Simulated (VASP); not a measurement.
# La (Im-3m) in VASP: single point with PBE

Aim: the single point of La with PBE.

Program: VASP 6.6.1. These are calculated values, not measurements. Logs are shortened: lines on timing, memory, paths and dates and some standing lists are left out, and cuts for length are marked.

### 1 The cell of the first run

The structure is cubic, space group Im-3m (No. 229). The conventional cell has a = 4.220 Å, b = 4.220 Å, c = 4.220 Å, α = 90.00°, β = 90.00°, γ = 90.00°. Within 4.8 Å of La (site symmetry m-3m) lie 14 La at 3.66 to 4.22 Å.

This isn't the form of La at room conditions, which is double hcp.

### 2 Single point, PBE (37.59 Å³/atom)

The input, INCAR:

```
  PREC = Accurate
  ENCUT = 500
  EDIFF = 1E-6
  ISMEAR = -1
  SIGMA = 0.08
  LREAL = F
  LASPH = T
  NELM = 200
  ALGO = Normal
  ISIF = 2
  LWAVE = F
  LCHARG = F
  GGA = PE
  NBANDS = 12
  GGA_COMPAT = F
  LMAXMIX = 6
```

The input, KPOINTS:

```
regular mesh
0
Gamma
  13 13 13
```

The input, POSCAR:

```
La
1.0
   -2.1102491962      2.1102491962      2.1102491962
    2.1102491962     -2.1102491962      2.1102491962
    2.1102491962      2.1102491962     -2.1102491962
La
1
Direct
    0.0000000000      0.0000000000      0.0000000000
```

Potentials or basis: VASP PAW PBE potentials, release 64 (La).

Started as:

```console
cat potpaw_PBE.64/La/POTCAR > POTCAR
mpirun -np 1 vasp_std > vasp.out
```

OUTCAR:

```text
PREC = Accurate
   ENCUT = 500
   EDIFF = 1E-6
   ISMEAR = -1
   LREAL = F
   LASPH = T
   NELM = 200
   ISIF = 2
   GGA = PE

 ion  position               nearest neighbor table
   1  0.000  0.000  0.000-

  LATTYP: Found a body centered cubic cell.
 ALAT       =     4.2204983924

  Lattice vectors:

 A1 = (  -2.1102491962,   2.1102491962,   2.1102491962)
 A2 = (   2.1102491962,  -2.1102491962,   2.1102491962)
 A3 = (   2.1102491962,   2.1102491962,  -2.1102491962)

Analysis of symmetry for initial positions (statically):
=====================================================================
 Subroutine PRICEL returns:
 Original cell was already a primitive cell.

 Routine SETGRP: Setting up the symmetry group for a
 body centered cubic supercell.

 Subroutine GETGRP returns: Found 48 space group operations
 (whereof 48 operations were pure point group operations)
 out of a pool of 48 trial point group operations.

The static configuration has the point symmetry O_h .

Analysis of symmetry for dynamics (positions and initial velocities):
=====================================================================
 Subroutine PRICEL returns:
 Original cell was already a primitive cell.

 Routine SETGRP: Setting up the symmetry group for a
 body centered cubic supercell.

 Subroutine GETGRP returns: Found 48 space group operations
 (whereof 48 operations were pure point group operations)
 out of a pool of 48 trial point group operations.

The dynamic configuration has the point symmetry O_h .

 Subroutine INISYM returns: Found 48 space group operations
 (whereof 48 operations are pure point group operations),
 and found     1 'primitive' translations

----------------------------------------------------------------------------------------

                                     Primitive cell

  volume of cell :      37.5890

  direct lattice vectors                    reciprocal lattice vectors
    -2.110249196  2.110249196  2.110249196     0.000000000  0.236938842  0.236938842
     2.110249196 -2.110249196  2.110249196     0.236938842  0.000000000  0.236938842
     2.110249196  2.110249196 -2.110249196     0.236938842  0.236938842  0.000000000

  length of vectors
     3.655058824  3.655058824  3.655058824     0.335082123  0.335082123  0.335082123

  position of ions in fractional coordinates (direct lattice)
     0.000000000  0.000000000  0.000000000

  ion indices of the primitive-cell ions
   primitive index   ion index
                 1           1

----------------------------------------------------------------------------------------

 KPOINTS: regular mesh

Automatic generation of k-mesh.
 Grid dimensions read from file:
 generate k-points for:   13   13   13

 Generating k-lattice:

  Cartesian coordinates                     Fractional coordinates (reciprocal lattice)
     0.000000000  0.018226065  0.018226065     0.076923077  0.000000000  0.000000000
     0.018226065  0.000000000  0.018226065     0.000000000  0.076923077  0.000000000
     0.018226065  0.018226065  0.000000000     0.000000000  0.000000000  0.076923077

  Length of vectors
     0.025775548  0.025775548  0.025775548

  Shift w.r.t. Gamma in fractional coordinates (k-lattice)
     0.000000000  0.000000000  0.000000000

 Subroutine IBZKPT returns following result:
 ===========================================

 Found     84 irreducible k-points:

 Following reciprocal coordinates:
            Coordinates               Weight
  0.000000  0.000000  0.000000      1.000000
  0.076923  0.000000  0.000000     12.000000
  0.153846  0.000000  0.000000     12.000000
  0.230769  0.000000  0.000000     12.000000
  0.307692  0.000000  0.000000     12.000000
  0.384615  0.000000  0.000000     12.000000
[... 16 lines left out ...]
  0.153846  0.076923  0.076923     24.000000
  0.230769  0.076923  0.076923     24.000000
 [... further k-points ...]
   k-points           NKPTS =     84   k-points in BZ     NKDIM =     84   number of bands    NBANDS=     12
   number of dos      NEDOS =    301   number of ions     NIONS =      1
   total plane-waves  NPLWV =  21952
   dimension x,y,z NGX =    28 NGY =   28 NGZ =   28
   dimension x,y,z NGXF=    56 NGYF=   56 NGZF=   56
   ions per type =               1
   NGX,Y,Z   is equivalent  to a cutoff of  12.74, 12.74, 12.74 a.u.
   NGXF,Y,Z  is equivalent  to a cutoff of  25.47, 25.47, 25.47 a.u.
 SYSTEM =  unknown system
   PREC   = accura    normal or accurate (medium, high low for compatibility)
   ISTART =      0    job   : 0-new  1-cont  2-samecut
   ICHARG =      2    charge: 1-file 2-atom 10-const
   ISPIN  =      1    spin polarized calculation?
   LNONCOLLINEAR =      F non collinear calculations
   LSORBIT =      F    spin-orbit coupling
   LASPH  =      T    aspherical Exc in radial PAW
   ENCUT  =  500.0 eV  36.75 Ry    6.06 a.u.   6.66  6.66  6.66*2*pi/ulx,y,z
   NELM   =    200;   NELMIN=  2; NELMDL= -5     # of ELM steps
   EDIFF  = 0.1E-05   stopping-criterion for ELM
   LREAL  =      F    real-space projection
   EDIFFG = 0.1E-04   stopping-criterion for IOM
   NSW    =      0    number of steps for IOM
   IBRION =     -1    ionic relax: 0-MD 1-quasi-New 2-CG
   NFREE  =      0    steps in history (QN), initial steepest desc. (CG)
   ISIF   =      2    stress and relaxation
   ISYM   =      2    0-nonsym 1-usesym 2-fastsym
   POTIM  = 0.5000    time-step for ionic-motion
   TEBEG  =    0.0;   TEEND  =   0.0 temperature during run
   PSTRESS=    0.0 pullay stress
   NELECT =      11.0000    total number of electrons
   NUPDOWN=      -1.0000    fix difference up-down
   EMIN   =  10.00;   EMAX   =-10.00  energy-range for DOS
   EFERMI =   0.00;   METHOD = LEGACY
   ISMEAR =    -1;   SIGMA  =   0.08  broadening in eV -4-tet -1-fermi 0-gaus
   EFERMI_NEDOS =   21; number of points for ismear=-14 and -15
   IALGO  =     38    algorithm
   IMIX   =      4    mixing-type and parameters
     AMIX     =   0.40;   BMIX     =  1.00
     AMIX_MAG =   1.60;   BMIX_MAG =  1.00
  volume/ion in A,a.u.               =      37.59       253.66
  Fermi-wavevector in a.u.,A,eV,Ry     =   1.086889  2.053923 16.072948  1.181328
  Thomas-Fermi vector in A             =   2.223036
   LORBIT       =      0    0 simple, 1 ext, 2 COOP (PROOUT), +10 PAW based schemes
   GGA     = PE    functional components
   LHFCALC =     F    Hartree Fock is set to
   AEXX    =    0.0000 exact exchange contribution
   IVDW    =     0    specifies the selected vdW correction
   LEPSILON=     F    determine dielectric tensor
   LRPA    =     F    only Hartree local field effects (RPA)
 non-spin polarized calculation
  energy-cutoff  :      500.00
  volume of cell :       37.59
 maximum number of plane-waves:       970
   NGX = 13   NGY = 13   NGZ = 13

 number of electron      11.0000000 magnetization

 Free energy of the ion-electron system (eV)
  ---------------------------------------------------
  ext. energy  EPLUGINS =         0.00000000
  ---------------------------------------------------
  free energy    TOTEN  =        -4.78899403 eV

  energy without entropy =       -4.73136867  energy(sigma->0) =       -4.76018135

 E-fermi :   7.7524     XC(G=0):  -9.5125

 val. band max:        7.7458789867   @ k =   0.3077   0.2308   0.0000
 cond. band min:       7.7775333413   @ k =  -0.3846   0.4615   0.1538
 fundamental gap:      0.0316543545
 Fermi energy:         7.7523517416

 k-point     1 :       0.0000    0.0000    0.0000
  band No.  band energies     occupation
      1     -25.1552      2.00000
      2      -8.1641      2.00000
      3      -8.1641      2.00000
      4      -8.1641      2.00000
      5       4.5627      2.00000
      6       9.2241      0.00000
      7       9.2241      0.00000
      8       9.2241      0.00000
      9       9.2520      0.00000
     10       9.2520      0.00000
     11       9.2520      0.00000
     12       9.9735      0.00000

 k-point     2 :       0.0769    0.0000    0.0000
  band No.  band energies     occupation
      1     -25.1441      2.00000
      2      -8.2503      2.00000
      3      -8.1893      2.00000
      4      -8.1651      2.00000
      5       4.7466      2.00000
      6       8.9259      0.00000
      7       8.9261      0.00000
      8       9.2451      0.00000
      9       9.2905      0.00000
     10       9.4720      0.00000
     11       9.4769      0.00000
     12       9.9546      0.00000

 k-point     3 :       0.1538    0.0000    0.0000
  band No.  band energies     occupation
      1     -25.1132      2.00000
      2      -8.4813      2.00000
      3      -8.2580      2.00000
      4      -8.1680      2.00000
      5       5.2355      2.00000
      6       8.5706      0.00007
      7       8.5707      0.00007
      8       9.2306      0.00000
      9       9.4121      0.00000
     10       9.6058      0.00000
     11       9.6394      0.00000
     12       9.9171      0.00000
[... 286 lines left out ...]
 k-point    23 :       0.1538    0.0769    0.0769
  band No.  band energies     occupation
      1     -25.0549      2.00000
      2      -8.8849      2.00000
      3      -8.3291      2.00000
      4      -8.2355      2.00000
      5       6.1189      2.00000
      6       8.0418      0.05227
      7       8.0746      0.03498
      8       9.3723      0.00000
      9       9.5887      0.00000
     10       9.6474      0.00000
     11       9.6743      0.00000
     12       9.9623      0.00000

 k-point    24 :       0.2308    0.0769    0.0769
  band No.  band energies     occupation
      1     -25.0118      2.00000
      2      -9.1238      2.00000
      3      -8.4577      2.00000
      4      -8.2470      2.00000
      5       6.4765      2.00000
      6       7.8085      0.66285
      7       8.2397      0.00451
      8       9.3695      0.00000
      9       9.6009      0.00000
     10       9.6806      0.00000
     11       9.7382      0.00000
     12       9.9475      0.00000

 [... further k-points ...]
[... 5 lines left out ...]
  --------------------------------------------------------------------------------------
  -------------------------------------------------------------------------------------
  Total        0.0413930      0.0413930      0.0413930     -0.0000000     -0.0000000      0.0000000
  in kB        1.7643141      1.7643141      1.7643141     -0.0000000     -0.0000000      0.0000000
  external PRESSURE =       1.7643141 kB  Pullay stress =       0.0000000 kB

 VOLUME and BASIS-vectors are now :
 -----------------------------------------------------------------------------
  energy-cutoff  :      500.00
  volume of cell :       37.59
      direct lattice vectors                 reciprocal lattice vectors
    -2.110249196  2.110249196  2.110249196     0.000000000  0.236938842  0.236938842
     2.110249196 -2.110249196  2.110249196     0.236938842  0.000000000  0.236938842
     2.110249196  2.110249196 -2.110249196     0.236938842  0.236938842  0.000000000

 POSITION                                       TOTAL-FORCE (eV/Angst)
 -----------------------------------------------------------------------------------
      0.00000      0.00000      0.00000         0.000000      0.000000     -0.000000
 -----------------------------------------------------------------------------------
    total drift:                                0.000000      0.000000      0.000000

  FREE ENERGIE OF THE ION-ELECTRON SYSTEM (eV)
  ---------------------------------------------------
  free  energy   TOTEN  =        -4.7889940307 eV

  energy  without entropy=       -4.7313686657  energy(sigma->0) =       -4.76018135
```

Wall time 76 s (1 thread of AMD EPYC 7R43 (Zen 3), shared host); peak memory 0.16 GiB.

What came out:

```yaml
Free_energy: -4.7890 eV
Pressure: 0.2 GPa
Band_gap_on_the_k_mesh: zero (an odd number of electrons rules out a gap without spin polarisation)
```

Caveat: spin-orbit coupling is left out, which moves the levels of the heavy elements.
